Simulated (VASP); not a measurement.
# W3N2 (P-3m1) in VASP: notebook

W3N2 is run at these levels: PBE; tasks: single point.

Program: VASP 6.6.1. These are calculated values, not measurements. Logs are shortened: lines on timing, memory, paths and dates and some standing lists are left out, and cuts for length are marked.

## 1. The cell of the first run

It takes space group P-3m1 (No. 164, trigonal). Conventional cell: a = 3.559 Å, b = 3.559 Å, c = 5.538 Å, α = 90.00°, β = 90.00°, γ = 120.00°. W (site symmetry -3m) has 6 N at 2.46 Å and 6 W at 2.84 Å within 3.3 Å. W (site symmetry 3m) has 4 N at 2.14 to 2.22 Å and 6 W at 2.61 to 2.84 Å within 2.9 Å. N (site symmetry 3m) has 7 W at 2.14 to 2.46 Å within 2.8 Å.

## 2. Single point, PBE

INCAR

```
SYSTEM = W3N2
ALGO = Normal
EDIFF = 1E-6
ENCUT = 520
GGA = PE
ISIF = 2
ISMEAR = 0
LASPH = .True.
LCHARG = .False.
LREAL = .False.
LWAVE = .False.
NBANDS = 34
NELM = 60
PREC = Accurate
SIGMA = 0.1
```

KPOINTS

```
k-points
0
Gamma
  6 6 4
  0 0 0
```

POSCAR

```
W3N2
1.0
    3.5594827160      0.0000000000      0.0000000000
   -1.7797413580      3.0826024564      0.0000000000
    0.0000000000      0.0000000000      5.5379769160
W N
3 2
Direct
    0.0000000000      0.0000000000      0.0000000000
    0.3333333333      0.6666666667      0.6450000000
    0.6666666667      0.3333333333      0.3550000000
    0.3333333333      0.6666666667      0.2450000000
    0.6666666667      0.3333333333      0.7550000000
```

Potentials or basis: VASP PAW PBE potentials, release 64 (W_sv, N).

Launch:

```sh
$ cat potpaw_PBE.64/W_sv/POTCAR potpaw_PBE.64/N/POTCAR > POTCAR
$ mpirun -np 1 vasp_std > vasp.out
```

OUTCAR:

```text
SYSTEM = W3N2
   EDIFF = 1E-6
   ENCUT = 520
   GGA = PE
   ISIF = 2
   ISMEAR = 0
   LASPH = .True.
   LREAL = .False.
   NELM = 60
   PREC = Accurate

 ion  position               nearest neighbor table
   1  0.000  0.000  0.000-   4 2.46   5 2.46   5 2.46   4 2.46   5 2.46   4 2.46   2 2.84   3 2.84
                             2 2.84   3 2.84   3 2.84   2 2.84
   2  0.333  0.667  0.645-   5 2.14   5 2.14   5 2.14   4 2.22   3 2.61   3 2.61   3 2.61   1 2.84
                             1 2.84   1 2.84
   3  0.667  0.333  0.355-   4 2.14   4 2.14   4 2.14   5 2.22   2 2.61   2 2.61   2 2.61   1 2.84
                             1 2.84   1 2.84
   4  0.333  0.667  0.245-   3 2.14   3 2.14   3 2.14   2 2.22   1 2.46   1 2.46   1 2.46
   5  0.667  0.333  0.755-   2 2.14   2 2.14   2 2.14   3 2.22   1 2.46   1 2.46   1 2.46

  LATTYP: Found a hexagonal cell.
 ALAT       =     3.5594827160
 C/A-ratio  =     1.5558375634

  Lattice vectors:

 A1 = (   3.5594827160,   0.0000000000,   0.0000000000)
 A2 = (  -1.7797413580,   3.0826024564,   0.0000000000)
 A3 = (   0.0000000000,   0.0000000000,   5.5379769160)

Analysis of symmetry for initial positions (statically):
=====================================================================
 Subroutine PRICEL returns:
 Original cell was already a primitive cell.

 Routine SETGRP: Setting up the symmetry group for a
 hexagonal supercell.

 Subroutine GETGRP returns: Found 12 space group operations
 (whereof 12 operations were pure point group operations)
 out of a pool of 24 trial point group operations.

The static configuration has the point symmetry D_3d.

Analysis of symmetry for dynamics (positions and initial velocities):
=====================================================================
 Subroutine PRICEL returns:
 Original cell was already a primitive cell.

 Routine SETGRP: Setting up the symmetry group for a
 hexagonal supercell.

 Subroutine GETGRP returns: Found 12 space group operations
 (whereof 12 operations were pure point group operations)
 out of a pool of 24 trial point group operations.

The dynamic configuration has the point symmetry D_3d.

 Subroutine INISYM returns: Found 12 space group operations
 (whereof 12 operations are pure point group operations),
 and found     1 'primitive' translations

----------------------------------------------------------------------------------------

                                     Primitive cell

  volume of cell :      60.7653

  direct lattice vectors                    reciprocal lattice vectors
     3.559482716  0.000000000  0.000000000     0.280939698  0.162200610  0.000000000
    -1.779741358  3.082602456  0.000000000     0.000000000  0.324401221  0.000000000
     0.000000000  0.000000000  5.537976916     0.000000000  0.000000000  0.180571356

  length of vectors
     3.559482716  3.559482716  5.537976916     0.324401221  0.324401221  0.180571356

  position of ions in fractional coordinates (direct lattice)
     0.000000000  0.000000000  0.000000000
     0.333333333  0.666666667  0.645000000
     0.666666667  0.333333333  0.355000000
     0.333333333  0.666666667  0.245000000
     0.666666667  0.333333333  0.755000000

  ion indices of the primitive-cell ions
   primitive index   ion index
                 1           1
                 2           2
                 3           3
                 4           4
                 5           5

----------------------------------------------------------------------------------------

 KPOINTS: k-points

Automatic generation of k-mesh.
 Grid dimensions read from file:
 generate k-points for:    6    6    4

 Generating k-lattice:

  Cartesian coordinates                     Fractional coordinates (reciprocal lattice)
     0.046823283  0.027033435  0.000000000     0.166666667 -0.000000000  0.000000000
     0.000000000  0.054066870  0.000000000     0.000000000  0.166666667  0.000000000
     0.000000000  0.000000000  0.045142839     0.000000000  0.000000000  0.250000000

  Length of vectors
     0.054066870  0.054066870  0.045142839

  Shift w.r.t. Gamma in fractional coordinates (k-lattice)
     0.000000000  0.000000000  0.000000000

 Subroutine IBZKPT returns following result:
 ===========================================

 Found     24 irreducible k-points:

 Following reciprocal coordinates:
            Coordinates               Weight
  0.000000  0.000000  0.000000      1.000000
  0.166667  0.000000  0.000000      6.000000
  0.333333 -0.000000  0.000000      6.000000
  0.500000  0.000000  0.000000      3.000000
  0.166667  0.166667  0.000000      6.000000
  0.333333  0.166667  0.000000     12.000000
[... 16 lines left out ...]
  0.333333  0.166667  0.500000     12.000000
  0.333333  0.333333  0.500000      2.000000
   k-points           NKPTS =     24   k-points in BZ     NKDIM =     24   number of bands    NBANDS=     34
   number of dos      NEDOS =    301   number of ions     NIONS =      5
   total plane-waves  NPLWV =  32928
   dimension x,y,z NGX =    28 NGY =   28 NGZ =   42
   dimension x,y,z NGXF=    56 NGYF=   56 NGZF=   84
   ions per type =               3   2
   NGX,Y,Z   is equivalent  to a cutoff of  13.08, 13.08, 12.61 a.u.
   NGXF,Y,Z  is equivalent  to a cutoff of  26.15, 26.15, 25.22 a.u.
 SYSTEM =  W3N2
   PREC   = accura    normal or accurate (medium, high low for compatibility)
   ISTART =      0    job   : 0-new  1-cont  2-samecut
   ICHARG =      2    charge: 1-file 2-atom 10-const
   ISPIN  =      1    spin polarized calculation?
   LNONCOLLINEAR =      F non collinear calculations
   LSORBIT =      F    spin-orbit coupling
   LASPH  =      T    aspherical Exc in radial PAW
   ENCUT  =  520.0 eV  38.22 Ry    6.18 a.u.   6.62  6.62 10.30*2*pi/ulx,y,z
   NELM   =     60;   NELMIN=  2; NELMDL= -5     # of ELM steps
   EDIFF  = 0.1E-05   stopping-criterion for ELM
   LREAL  =      F    real-space projection
   EDIFFG = 0.1E-04   stopping-criterion for IOM
   NSW    =      0    number of steps for IOM
   IBRION =     -1    ionic relax: 0-MD 1-quasi-New 2-CG
   NFREE  =      0    steps in history (QN), initial steepest desc. (CG)
   ISIF   =      2    stress and relaxation
   ISYM   =      2    0-nonsym 1-usesym 2-fastsym
   POTIM  = 0.5000    time-step for ionic-motion
   TEBEG  =    0.0;   TEEND  =   0.0 temperature during run
   PSTRESS=    0.0 pullay stress
   NELECT =      52.0000    total number of electrons
   NUPDOWN=      -1.0000    fix difference up-down
   EMIN   =  10.00;   EMAX   =-10.00  energy-range for DOS
   EFERMI =   0.00;   METHOD = LEGACY
   ISMEAR =     0;   SIGMA  =   0.10  broadening in eV -4-tet -1-fermi 0-gaus
   EFERMI_NEDOS =   21; number of points for ismear=-14 and -15
   IALGO  =     38    algorithm
   IMIX   =      4    mixing-type and parameters
     AMIX     =   0.40;   BMIX     =  1.00
     AMIX_MAG =   1.60;   BMIX_MAG =  1.00
  volume/ion in A,a.u.               =      12.15        82.01
  Fermi-wavevector in a.u.,A,eV,Ry     =   1.554262  2.937128 32.867987  2.415729
  Thomas-Fermi vector in A             =   2.658373
   LORBIT       =      0    0 simple, 1 ext, 2 COOP (PROOUT), +10 PAW based schemes
   GGA     = PE    functional components
   LHFCALC =     F    Hartree Fock is set to
   AEXX    =    0.0000 exact exchange contribution
   IVDW    =     0    specifies the selected vdW correction
   LEPSILON=     F    determine dielectric tensor
   LRPA    =     F    only Hartree local field effects (RPA)
 non-spin polarized calculation
 Gauss-broadening in eV      SIGMA  =   0.10
  energy-cutoff  :      520.00
  volume of cell :       60.77
 maximum number of plane-waves:      1677
 NGX is ok and might be reduce to    28
   NGX = 13   NGY = 13   NGZ = 21

 number of electron      52.0000002 magnetization

 Free energy of the ion-electron system (eV)
  ---------------------------------------------------
  ext. energy  EPLUGINS =         0.00000000
  ---------------------------------------------------
  free energy    TOTEN  =       -51.17231845 eV

  energy without entropy =      -51.15744985  energy(sigma->0) =      -51.16488415

 E-fermi :  11.5160     XC(G=0): -13.3736

 val. band max:       11.5145267536   @ k =   0.3333  -0.0000   0.2500
 cond. band min:      11.5317529852   @ k =   0.3333   0.3333   0.2500
 fundamental gap:      0.0172262316
 Fermi energy:        11.5159708600

 k-point     1 :       0.0000    0.0000    0.0000
  band No.  band energies     occupation
      1     -63.5436      2.00000
      2     -63.2656      2.00000
      3     -63.1039      2.00000
      4     -27.8492      2.00000
      5     -27.7980      2.00000
      6     -27.7732      2.00000
[... 26 lines left out ...]
     33      13.7525      0.00000
     34      13.7525      0.00000

 k-point     2 :       0.1667    0.0000    0.0000
  band No.  band energies     occupation
      1     -63.5414      2.00000
      2     -63.2562      2.00000
      3     -63.1129      2.00000
      4     -28.0150      2.00000
      5     -27.9400      2.00000
      6     -27.8750      2.00000
[... 26 lines left out ...]
     33      14.6173      0.00000
     34      14.9651      0.00000

 k-point     3 :       0.3333   -0.0000    0.0000
  band No.  band energies     occupation
      1     -63.5372      2.00000
      2     -63.2317      2.00000
      3     -63.1365      2.00000
      4     -28.1014      2.00000
      5     -28.0512      2.00000
      6     -27.9644      2.00000
[... 26 lines left out ...]
     33      14.5482      0.00000
     34      15.7787      0.00000

 k-point     4 :       0.5000    0.0000    0.0000
  band No.  band energies     occupation
      1     -63.5353      2.00000
      2     -63.2120      2.00000
      3     -63.1557      2.00000
      4     -28.1058      2.00000
      5     -28.0520      2.00000
      6     -27.9995      2.00000
[... 26 lines left out ...]
     33      15.5389      0.00000
     34      15.8662      0.00000

 k-point     5 :       0.1667    0.1667    0.0000
  band No.  band energies     occupation
      1     -63.5383      2.00000
      2     -63.2389      2.00000
      3     -63.1296      2.00000
      4     -28.0892      2.00000
      5     -28.0454      2.00000
      6     -27.8395      2.00000
[... 621 lines left out ...]
 k-point    22 :       0.1667    0.1667    0.5000
  band No.  band energies     occupation
      1     -63.5376      2.00000
      2     -63.2412      2.00000
      3     -63.1279      2.00000
      4     -27.9902      2.00000
      5     -27.9878      2.00000
      6     -27.9372      2.00000
[... 26 lines left out ...]
     33      14.4986      0.00000
     34      15.0857      0.00000

 k-point    23 :       0.3333    0.1667    0.5000
  band No.  band energies     occupation
      1     -63.5353      2.00000
      2     -63.2118      2.00000
      3     -63.1558      2.00000
      4     -28.1677      2.00000
      5     -28.0384      2.00000
      6     -28.0284      2.00000
[... 26 lines left out ...]
     33      14.3178      0.00000
     34      14.5346      0.00000

 k-point    24 :       0.3333    0.3333    0.5000
  band No.  band energies     occupation
      1     -63.5345      2.00000
      2     -63.1837      2.00000
      3     -63.1837      2.00000
      4     -28.1375      2.00000
      5     -28.1375      2.00000
      6     -28.1222      2.00000
[... 26 lines left out ...]
     33      14.5704      0.00000
     34      14.5704      0.00000

------------------------ aborting loop because EDIFF is reached ----------------------------------------

  FORCE on cell =-STRESS in cart. coord.  units (eV):
  Direction    XX          YY          ZZ          XY          YZ          ZX
  --------------------------------------------------------------------------------------
  -------------------------------------------------------------------------------------
  Total       -1.5852639     -1.5852639      6.4201397      0.0000000      0.0000000      0.0000000
  in kB      -41.7981047    -41.7981047    169.2776071      0.0000000      0.0000000      0.0000000
  external PRESSURE =      28.5604659 kB  Pullay stress =       0.0000000 kB

 VOLUME and BASIS-vectors are now :
 -----------------------------------------------------------------------------
  energy-cutoff  :      520.00
  volume of cell :       60.77
      direct lattice vectors                 reciprocal lattice vectors
     3.559482716  0.000000000  0.000000000     0.280939698  0.162200610  0.000000000
    -1.779741358  3.082602456  0.000000000     0.000000000  0.324401221  0.000000000
     0.000000000  0.000000000  5.537976916     0.000000000  0.000000000  0.180571356

 POSITION                                       TOTAL-FORCE (eV/Angst)
 -----------------------------------------------------------------------------------
      0.00000      0.00000      0.00000         0.000000      0.000000      0.000000
     -0.00000      2.05507      3.57200        -0.000000      0.000000      3.226935
      1.77974      1.02753      1.96598         0.000000     -0.000000     -3.226935
     -0.00000      2.05507      1.35680        -0.000000     -0.000000      0.466544
      1.77974      1.02753      4.18117         0.000000      0.000000     -0.466544
 -----------------------------------------------------------------------------------
    total drift:                                0.000000      0.000000      0.000000

  FREE ENERGIE OF THE ION-ELECTRON SYSTEM (eV)
  ---------------------------------------------------
  free  energy   TOTEN  =       -51.1723184462 eV

  energy  without entropy=      -51.1574498468  energy(sigma->0) =      -51.16488415
```

Run time: 32 s. Hardware: 1 thread of Intel Xeon Platinum 8488C (Sapphire Rapids), shared host; peak memory 0.19 GiB.

What came out:

| Property | Result |
| --- | --- |
| Free energy | -51.1723 eV |
| Pressure | 2.9 GPa |
| Largest force | 3.227 eV/Å |
| Band gap on the k mesh | zero (bands 26 and 27 overlap by 1.60 eV) |

Forces on the atoms (eV/Å):
```
W    0.000  0.000  0.000
W    0.000  0.000  3.227
W    0.000  0.000 -3.227
N    0.000  0.000  0.467
N    0.000  0.000 -0.467
```

Levels at points of the mesh, in eV from the Fermi level:
| k point | band 24 | band 25 | band 26 | band 27 | band 28 | band 29 |
| --- | --- | --- | --- | --- | --- | --- |
| (0.00, 0.00, 0.00) | -1.72 | 0.48 | 0.48 | 1.04 | 1.04 | 1.51 |
| (0.50, 0.00, 0.00) | -1.72 | -1.16 | -0.84 | 0.26 | 0.48 | 0.67 |
| (0.00, 0.00, 0.50) | -2.78 | -1.81 | -1.05 | -0.54 | -0.54 | 1.09 |
| (0.50, 0.00, 0.50) | -1.75 | -0.65 | -0.45 | 0.72 | 0.88 | 1.50 |

Caveat: the stress differs along the axes, from -4 to 17 GPa; spin-orbit coupling is left out, which moves the levels of the heavy elements; forces of over 1 eV/Å act on the atoms, so gaps and moduli don't describe the material at rest.

## 3. Single point, PBE

This run uses another cell than the first one, of 15.70 Å³/atom.

INCAR

```
SYSTEM = W3N2
PREC = Accurate
ENCUT = 520
EDIFF = 1E-7
ISMEAR = 0
SIGMA = 0.1
LREAL = .False.
LASPH = .True.
NELM = 60
ALGO = Normal
ISIF = 2
LWAVE = .False.
LCHARG = .False.
GGA = PE
NBANDS = 34
```

KPOINTS

```
regular mesh
0
Gamma
  6 6 4
  0 0 0
```

POSCAR

```
W3N2
1.0
    3.0333373559      0.0000000000      0.0000000000
   -1.5166686779      2.6269472084      0.0000000000
    0.0000000000      0.0000000000      9.8515586174
W N
3 2
Direct
    0.0000000000      0.0000000000      0.0000000000
    0.3333333333      0.6666666667      0.7740782627
    0.6666666667      0.3333333333      0.2259217373
    0.3333333333      0.6666666667      0.3189392705
    0.6666666667      0.3333333333      0.6810607295
```

Potentials or basis: VASP PAW PBE potentials, release 64 (W_sv, N).

Launch:

```sh
$ cat potpaw_PBE.64/W_sv/POTCAR potpaw_PBE.64/N/POTCAR > POTCAR
$ mpirun -np 1 vasp_std > vasp.out
```

Wall time 50 s (1 thread of Intel Xeon Platinum 8488C (Sapphire Rapids), shared host); peak memory 0.22 GiB.

It converged, with:

| Quantity | Value |
| --- | --- |
| Free energy | -55.2723 eV |
| Pressure | 0.9 GPa |
| Largest force | 0.135 eV/Å |
| Band gap on the k mesh | zero (bands 26 and 27 overlap by 0.74 eV) |

Forces in eV/Å, atoms in the order of the input:
```
W    0.000  0.000  0.000
W    0.000  0.000  0.107
W    0.000  0.000 -0.107
N    0.000  0.000  0.135
N    0.000  0.000 -0.135
```

Stress tensor (GPa, compression positive):
```
1.01 0.00 0.00
0.00 1.01 0.00
0.00 0.00 0.82
```

Levels at points of the mesh, in eV from the Fermi level:
```csv
k point,band 23,band 24,band 25,band 26,band 27,band 28,band 29,band 30
"(0.00, 0.00, 0.00)",-1.36,-0.92,-0.92,0.61,0.61,1.60,1.60,1.64
"(0.50, 0.00, 0.00)",-1.71,-1.67,-0.29,0.16,1.16,1.37,2.35,2.91
"(0.00, 0.00, 0.50)",-1.41,-0.92,-0.92,0.61,0.61,1.60,1.60,1.64
"(0.50, 0.00, 0.50)",-1.70,-1.67,-0.29,0.16,0.99,1.56,2.35,2.90
```

Caveat: the k points lie up to 0.40 Å⁻¹ apart, too coarse for converged energies and pressures of a metal; spin-orbit coupling is left out, which moves the levels of the heavy elements.

(Part 1 of 2 ends here.)

The gap in the log of VASP goes by the Fermi energy; the results here count the filled bands.